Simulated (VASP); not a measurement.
Set up this calculation in VASP 6.6.1, as the native input.

```
Task                   : single point
Functional             : PBE
Potentials or basis    : VASP PAW PBE potentials, release 64 (Li_sv, F)
Cutoff                 : 520 eV
k mesh                 : 6 × 6 × 8
Occupations            : gaussian, width 0.02 eV
Spin                   : no spin polarisation
Dipole correction      : no
Further INCAR settings : ALGO = Normal; EDIFF = 1e-07; NBANDS = 24
```

The structure of LiF lies in POSCAR:

```
LiF
1.0
    4.8047792855      0.0000000000      0.0000000000
   -2.4023896427      4.1610609208      0.0000000000
    0.0000000000      0.0000000000      2.7469783943
Li F
3 3
Direct
    0.5000000000      0.0000000000      0.0000000000
    0.5000000000      0.5000000000      0.0000000000
    0.0000000000      0.5000000000      0.0000000000
    0.0000000000      0.0000000000      0.0000000000
    0.3333333333      0.6666666667      0.5000000000
    0.6666666667      0.3333333333      0.5000000000
```

One way to write it, as run:

INCAR

```
  PREC = Accurate
  ENCUT = 520
  EDIFF = 1E-7
  ISMEAR = 0
  SIGMA = 0.02
  LREAL = False
  LASPH = True
  NELM = 100
  ALGO = Normal
  ISIF = 2
  LWAVE = False
  LCHARG = False
  GGA = PE
  NBANDS = 24
```

KPOINTS

```
regular mesh
0
Gamma
  6 6 8
```

Potentials or basis: VASP PAW PBE potentials, release 64 (Li_sv, F).

Launch:

```bash
$ cat potpaw_PBE.64/Li_sv/POTCAR potpaw_PBE.64/F/POTCAR > POTCAR
$ mpirun -np 1 vasp_std > vasp.out
```

Results of the run:

```json
{
 "Band gap on the k mesh": "5.74 eV"
}
```

Run time: 32 s on 1 thread of Intel(R) Xeon(R) Platinum 8259CL CPU @ 2.50GHz (Skylake/Cascade Lake) (shared host), peak memory 0.17 GiB.
